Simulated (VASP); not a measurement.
The system is Sb2Se5.

```
Sb Se
1.0
     4.00000    0.00000    0.00000
    -2.00000    3.46410    0.00000
     0.00000    0.00000   13.85000
Sb Se
2 5
Direct
  0.66667 0.33333 0.86000
  0.33333 0.66667 0.14000
  0.00000 0.00000 0.41400
  0.00000 0.00000 0.58600
  0.33333 0.66667 0.74000
  0.66667 0.33333 0.26000
  0.00000 0.00000 0.00000
```

* Program: VASP 6.6.1
* Task: relaxation of cell and atoms
* Functional: PBE
* Potentials or basis: VASP PAW PBE potentials, release 64 (Sb, Se)
* Cutoff: 600 eV
* k mesh: 4 × 4 × 1
* Occupations: gaussian, width 0.15 eV
* Spin: no spin polarisation

At the start: pressure -0.9 GPa; volume 27.42 Å³/atom.

**Question.** How do energy, volume and symmetry change on relaxing?

**Answer.** Over 23 steps the energy falls by 61.1 meV/atom and the volume is 29.68 Å³/atom (+8.3 %); space group P-3m1 (No. 164, to 0.1 Å) before and after.

The path:
| step | energy change (eV) | largest force (eV/Å) | pressure (GPa) | volume (Å³) |
| --- | --- | --- | --- | --- |
| 1 | 0.0000 | 1.9278 | -0.94 | 191.91 |
| 2 | -0.0958 | 1.4131 | 2.80 | 187.41 |
| 3 | -0.1674 | 0.3062 | 1.16 | 189.03 |
| 4 | -0.2101 | 0.3877 | 0.27 | 193.56 |
| 5 | -0.2190 | 0.4724 | -0.29 | 197.01 |
| 6 | -0.2535 | 0.4324 | -0.81 | 198.87 |
| 7 | -0.2659 | 0.6182 | -1.23 | 200.61 |
| 8 | -0.2861 | 0.5372 | -0.97 | 200.23 |
| 9 | -0.3243 | 0.4867 | -0.13 | 199.09 |
| 10 | -0.2777 | 1.0434 | 1.96 | 196.69 |
| 11 | -0.3296 | 0.6041 | 0.31 | 198.57 |
| 12 | -0.3430 | 0.5205 | 0.34 | 198.90 |
| 13 | -0.3688 | 0.4513 | 0.47 | 199.91 |
| 14 | -0.3508 | 1.4504 | 0.91 | 201.91 |
| 15 | -0.3734 | 0.7458 | 0.59 | 200.53 |
| 16 | -0.3844 | 0.5174 | 0.33 | 201.37 |
| 17 | -0.3944 | 0.3462 | -0.19 | 203.20 |
| 18 | -0.3991 | 0.3089 | -0.14 | 203.24 |
| 19 | -0.4099 | 0.1951 | 0.02 | 203.37 |
| 20 | -0.4166 | 0.3123 | 0.37 | 203.62 |
| 21 | -0.4216 | 0.1329 | 0.43 | 204.64 |
| 22 | -0.4234 | 0.1128 | 0.49 | 205.64 |
| 23 | -0.4278 | 0.0663 | 0.04 | 207.78 |

Final structure:
```
Sb Se
1.0
     4.00962    0.00000    0.00000
    -2.00481    3.47243    0.00000
     0.00000    0.00000   14.92339
Sb Se
2 5
Cartesian
  2.0048 1.1575 13.0103
  0.0000 2.3150 1.9131
  0.0000 0.0000 6.3622
  0.0000 0.0000 8.5612
  0.0000 2.3150 11.4404
  2.0048 1.1575 3.4830
  0.0000 0.0000 0.0000
```

Caveat: the k points lie up to 0.45 Å⁻¹ apart in the final cell; this functional lacks dispersion, which binds layers or chains, so the pressure and a relaxed spacing across them are unreliable; the relaxation stopped at a loose force limit of 0.08 eV/Å, so its end isn't a converged minimum.
